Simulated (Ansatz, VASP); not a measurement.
Ti in VASP and in Ansatz

```
CELL_PARAMETERS angstrom
2.86150 0.00000 0.00000
-1.43075 2.47813 0.00000
0.00000 0.00000 4.68600
ATOMIC_POSITIONS crystal
Ti 0.33333 0.66667 0.25000
Ti 0.66667 0.33333 0.75000
```

Change from the starting cell: equal xx and yy strain of -3 %.

Alike in both runs: task single point; functional PBEsol; k mesh 13 × 13 × 7; occupations fermi-dirac, width 0.08 eV; no spin polarisation.

|  | VASP | Ansatz |
| --- | --- | --- |
| version | VASP 6.6.1 | Ansatz 0.2.0 |
| potentials or method | VASP PAW PBE potentials, release 64 (Ti_sv), cutoff 520 eV | all-electron LAPW, scalar-relativistic |

```tsv
	VASP	Ansatz	Ansatz less VASP
pressure (GPa)	0.5	0.8	+0.26
traceless stress, the component that is largest in VASP (GPa)	-2.48	-2.50	-0.020
```

VASP's potentials were made for PBE, not for PBEsol. Ansatz ran all-electron here, and VASP with PAW potentials.
